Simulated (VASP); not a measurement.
# Sn2S3 (P-3m1) in VASP: single point with r2SCAN

Aim: the single point of Sn2S3 with r2SCAN.

Program: VASP 6.6.1. These are calculated values, not measurements. Logs are shortened: lines on timing, memory, paths and dates and some standing lists are left out, and cuts for length are marked.

### Step 1. The cell of the first run

The structure is trigonal, space group P-3m1 (No. 164). Conventional cell: a = 3.877 Å, b = 3.877 Å, c = 9.218 Å, α = 90.00°, β = 90.00°, γ = 120.00°. Within 3.4 Å of Sn (site symmetry 3m) lie 6 S at 2.61 to 2.81 Å. S (site symmetry -3m) has 6 Sn at 2.81 Å and 12 S at 3.78 to 3.88 Å within 3.9 Å. S (site symmetry 3m) has 3 Sn at 2.61 Å within 3.4 Å.

### Step 2. Single point, r2SCAN

POSCAR reads:

```
Sn2S3
1.0
    3.8773139464      0.0000000000      0.0000000000
   -1.9386569732      3.3578523760      0.0000000000
    0.0000000000      0.0000000000      9.2177884199
Sn S
2 3
Direct
    0.3333333333      0.6666666667      0.1843430501
    0.6666666667      0.3333333333      0.8156569499
    0.0000000000      0.0000000000      0.0000000000
    0.3333333333      0.6666666667      0.6698768671
    0.6666666667      0.3333333333      0.3301231329
```

INCAR.step1 reads:

```
ALGO = Normal ; EDIFF = 1E-4
ENCUT = 520 ; GGA = PE
ISMEAR = 0 ; LASPH = T
LCHARG = F ; LREAL = F
LWAVE = T ; NBANDS = 31
NELM = 100 ; PREC = Accurate
SIGMA = 0.1
```

INCAR.step2 reads:

```
ALGO = Normal ; EDIFF = 1E-6
ENCUT = 520 ; ISIF = 2
ISMEAR = 0 ; ISTART = 1
LASPH = T ; LCHARG = F
LMIXTAU = T ; LREAL = F
LWAVE = F ; METAGGA = R2SCAN
NBANDS = 31 ; NELM = 100
PREC = Accurate ; SIGMA = 0.1
```

KPOINTS reads:

```
k-points
0
Gamma
  12 12 4
```

Potentials or basis: VASP PAW PBE potentials, release 64 (Sn_d, S).

Run with:

```sh
$ cat potpaw_PBE.64/Sn_d/POTCAR potpaw_PBE.64/S/POTCAR > POTCAR
$ cp INCAR.step1 INCAR
$ mpirun -np 1 vasp_std > vasp.out
$ cp INCAR.step2 INCAR
$ mpirun -np 1 vasp_std > vasp.out
```

OUTCAR:

```text
EDIFF = 1E-6
   ENCUT = 520
   ISIF = 2
   ISMEAR = 0
   ISTART = 1
   LASPH = T
   LREAL = F
   METAGGA = R2SCAN
   NELM = 100
   PREC = Accurate

 ion  position               nearest neighbor table
   1  0.333  0.667  0.184-   5 2.61   5 2.61   5 2.61   3 2.81   3 2.81   3 2.81
   2  0.667  0.333  0.816-   4 2.61   4 2.61   4 2.61   3 2.81   3 2.81   3 2.81
   3  0.000  0.000  0.000-   1 2.81   2 2.81   1 2.81   2 2.81   2 2.81   1 2.81
   4  0.333  0.667  0.670-   2 2.61   2 2.61   2 2.61
   5  0.667  0.333  0.330-   1 2.61   1 2.61   1 2.61

  LATTYP: Found a hexagonal cell.
 ALAT       =     3.8773139464
 C/A-ratio  =     2.3773644712

  Lattice vectors:

 A1 = (   3.8773139464,   0.0000000000,   0.0000000000)
 A2 = (  -1.9386569732,   3.3578523760,   0.0000000000)
 A3 = (   0.0000000000,   0.0000000000,   9.2177884199)

Analysis of symmetry for initial positions (statically):
=====================================================================
 Subroutine PRICEL returns:
 Original cell was already a primitive cell.

 Routine SETGRP: Setting up the symmetry group for a
 hexagonal supercell.

 Subroutine GETGRP returns: Found 12 space group operations
 (whereof 12 operations were pure point group operations)
 out of a pool of 24 trial point group operations.

The static configuration has the point symmetry D_3d.

Analysis of symmetry for dynamics (positions and initial velocities):
=====================================================================
 Subroutine PRICEL returns:
 Original cell was already a primitive cell.

 Routine SETGRP: Setting up the symmetry group for a
 hexagonal supercell.

 Subroutine GETGRP returns: Found 12 space group operations
 (whereof 12 operations were pure point group operations)
 out of a pool of 24 trial point group operations.

The dynamic configuration has the point symmetry D_3d.

 Subroutine INISYM returns: Found 12 space group operations
 (whereof 12 operations are pure point group operations),
 and found     1 'primitive' translations

----------------------------------------------------------------------------------------

                                     Primitive cell

  volume of cell :     120.0105

  direct lattice vectors                    reciprocal lattice vectors
     3.877313946  0.000000000  0.000000000     0.257910506  0.148904700  0.000000000
[... 93 lines left out ...]
   LREAL  =      F    real-space projection
   EDIFFG = 0.1E-04   stopping-criterion for IOM
   NSW    =      0    number of steps for IOM
   IBRION =     -1    ionic relax: 0-MD 1-quasi-New 2-CG
   NFREE  =      0    steps in history (QN), initial steepest desc. (CG)
   ISIF   =      2    stress and relaxation
   ISYM   =      2    0-nonsym 1-usesym 2-fastsym
   POTIM  = 0.5000    time-step for ionic-motion
   TEBEG  =    0.0;   TEEND  =   0.0 temperature during run
   PSTRESS=    0.0 pullay stress
   NELECT =      46.0000    total number of electrons
   NUPDOWN=      -1.0000    fix difference up-down
   EMIN   =  10.00;   EMAX   =-10.00  energy-range for DOS
   EFERMI =   0.00;   METHOD = LEGACY
   ISMEAR =     0;   SIGMA  =   0.10  broadening in eV -4-tet -1-fermi 0-gaus
   EFERMI_NEDOS =   21; number of points for ismear=-14 and -15
   IALGO  =     38    algorithm
   IMIX   =      4    mixing-type and parameters
     AMIX     =   0.40;   BMIX     =  1.00
     AMIX_MAG =   1.60;   BMIX_MAG =  1.00
  volume/ion in A,a.u.               =      24.00       161.97
  Fermi-wavevector in a.u.,A,eV,Ry     =   1.189198  2.247259 19.241264  1.414193
  Thomas-Fermi vector in A             =   2.325311
   LORBIT       =      0    0 simple, 1 ext, 2 COOP (PROOUT), +10 PAW based schemes
   METAGGA = R2SCAN    functional components
   LHFCALC =     F    Hartree Fock is set to
   AEXX    =    0.0000 exact exchange contribution
   IVDW    =     0    specifies the selected vdW correction
   LEPSILON=     F    determine dielectric tensor
   LRPA    =     F    only Hartree local field effects (RPA)
 non-spin polarized calculation
 Gauss-broadening in eV      SIGMA  =   0.10
  energy-cutoff  :      520.00
  volume of cell :      120.01
 maximum number of plane-waves:      3270
 NGX is ok and might be reduce to    30
   NGX = 15   NGY = 15   NGZ = 35

 number of electron      45.9999999 magnetization

 Free energy of the ion-electron system (eV)
  ---------------------------------------------------
  ext. energy  EPLUGINS =         0.00000000
  ---------------------------------------------------
  free energy    TOTEN  =       -75.56758897 eV

  energy without entropy =      -75.56349926  energy(sigma->0) =      -75.56554412

 E-fermi :   6.0652     XC(G=0): -10.1237

 val. band max:        6.0186385944   @ k =   0.0833   0.0833   0.2500
 cond. band min:       6.0912515738   @ k =   0.3333   0.3333   0.5000
 fundamental gap:      0.0726129794
 Fermi energy:         6.0652184594

 k-point     1 :       0.0000    0.0000    0.0000
  band No.  band energies     occupation
      1     -16.7822      2.00000
      2     -16.7822      2.00000
      3     -16.7753      2.00000
      4     -16.7753      2.00000
      5     -16.7411      2.00000
      6     -16.7374      2.00000
[... 805 lines left out ...]
     30      10.7305      0.00000
     31      11.7014      0.00000

 [... further k-points ...]

------------------------ aborting loop because EDIFF is reached ----------------------------------------

  FORCE on cell =-STRESS in cart. coord.  units (eV):
  Direction    XX          YY          ZZ          XY          YZ          ZX
  --------------------------------------------------------------------------------------
  -------------------------------------------------------------------------------------
  Total       -0.0224706     -0.0224706     -0.0028190      0.0000000      0.0000000      0.0000000
  in kB       -0.2999896     -0.2999896     -0.0376342      0.0000000      0.0000000      0.0000000
  external PRESSURE =      -0.2125378 kB  Pullay stress =       0.0000000 kB

 VOLUME and BASIS-vectors are now :
 -----------------------------------------------------------------------------
  energy-cutoff  :      520.00
  volume of cell :      120.01
      direct lattice vectors                 reciprocal lattice vectors
     3.877313946  0.000000000  0.000000000     0.257910506  0.148904700  0.000000000
    -1.938656973  3.357852376  0.000000000     0.000000000  0.297809400  0.000000000
     0.000000000  0.000000000  9.217788420     0.000000000  0.000000000  0.108485892

 POSITION                                       TOTAL-FORCE (eV/Angst)
 -----------------------------------------------------------------------------------
     -0.00000      2.23857      1.69924         0.000000     -0.000000     -0.001930
      1.93866      1.11928      7.51855         0.000000      0.000000      0.001930
      0.00000      0.00000      0.00000        -0.000000      0.000000      0.000000
     -0.00000      2.23857      6.17478        -0.000000      0.000000     -0.007458
      1.93866      1.11928      3.04301        -0.000000      0.000000      0.007458
 -----------------------------------------------------------------------------------
    total drift:                                0.000000      0.000000     -0.000000

  FREE ENERGIE OF THE ION-ELECTRON SYSTEM (eV)
  ---------------------------------------------------
  free  energy   TOTEN  =       -75.5675889745 eV

  energy  without entropy=      -75.5634992577  energy(sigma->0) =      -75.56554412
```

OUTCAR.step1:

```text
EDIFF = 1E-4
   ENCUT = 520
   GGA = PE
   ISMEAR = 0
[... 1050 lines left out ...]
      1.93866      1.11928      7.51855         0.000000      0.000000      0.085094
      0.00000      0.00000      0.00000        -0.000000      0.000000      0.000000
     -0.00000      2.23857      6.17478         0.000000      0.000000     -0.205810
      1.93866      1.11928      3.04301        -0.000000      0.000000      0.205810
 -----------------------------------------------------------------------------------
    total drift:                                0.000000      0.000000     -0.000000

  FREE ENERGIE OF THE ION-ELECTRON SYSTEM (eV)
  ---------------------------------------------------
  free  energy   TOTEN  =       -21.7963135211 eV

  energy  without entropy=      -21.7915779857  energy(sigma->0) =      -21.79394575
```

OSZICAR.step1:

```text
N       E                     dE             d eps       ncg     rms          rms(c)
DAV:   1     0.442223853787E+03    0.44222E+03   -0.21647E+04  4531   0.186E+03
DAV:   2     0.430329815516E+02   -0.39919E+03   -0.38157E+03  4343   0.514E+02
DAV:   3    -0.192116384761E+02   -0.62245E+02   -0.60527E+02  5396   0.165E+02
DAV:   4    -0.223989774288E+02   -0.31873E+01   -0.31612E+01  5201   0.391E+01
DAV:   5    -0.225049662929E+02   -0.10599E+00   -0.10593E+00  5807   0.751E+00    0.104E+01
DAV:   6    -0.218049188748E+02    0.70005E+00   -0.12182E+00  6107   0.894E+00    0.705E+00
DAV:   7    -0.217951187909E+02    0.98001E-02   -0.43948E-01  5602   0.319E+00    0.222E+00
DAV:   8    -0.217960952786E+02   -0.97649E-03   -0.47191E-02  5099   0.153E+00    0.595E-01
DAV:   9    -0.217960554361E+02    0.39843E-04   -0.45486E-03  5495   0.415E-01    0.210E-01
DAV:  10    -0.217962581383E+02   -0.20270E-03   -0.14027E-03  4524   0.199E-01    0.878E-02
DAV:  11    -0.217963135211E+02   -0.55383E-04   -0.11550E-04  3174   0.634E-02
   1 F= -.21796314E+02 E0= -.21793946E+02  d E =-.473554E-02
```

It took 55 min on 1 thread of Intel Xeon 8259CL, shared host; peak memory 0.39 GiB.

Results:

```yaml
Free_energy: -75.5676 eV
Pressure: 0.0 GPa
Largest_force: 0.007 eV/Å
Band_gap_on_the_k_mesh: zero (bands 23 and 24 overlap by 0.55 eV)
```

Forces on the atoms (eV/Å):
```
Sn   0.000  0.000 -0.002
Sn   0.000  0.000  0.002
S    0.000  0.000  0.000
S    0.000  0.000 -0.007
S    0.000  0.000  0.007
```

Levels at points of the mesh, in eV from the Fermi level:
| k point | band 20 | band 21 | band 22 | band 23 | band 24 | band 25 | band 26 | band 27 |
| --- | --- | --- | --- | --- | --- | --- | --- | --- |
| (0.00, 0.00, 0.00) | -2.52 | -2.52 | -2.26 | -1.29 | 0.64 | 1.17 | 2.59 | 2.59 |
| (0.50, 0.00, 0.00) | -3.59 | -2.81 | -2.71 | -2.40 | 0.53 | 2.13 | 3.63 | 3.78 |
| (0.00, 0.00, 0.50) | -2.62 | -2.61 | -2.61 | -0.25 | 0.21 | 1.12 | 2.54 | 2.54 |
| (0.50, 0.00, 0.50) | -3.75 | -2.57 | -2.28 | -1.94 | 0.13 | 1.83 | 3.36 | 3.97 |

Caveat: semilocal functionals underestimate gaps, and a narrow one can read as zero; the PAW data sets were made with another functional, which shifts forces and pressure a little; spin-orbit coupling is left out, which moves the levels of the heavy elements.

The gap in the log of VASP goes by the Fermi energy; the results here count the filled bands.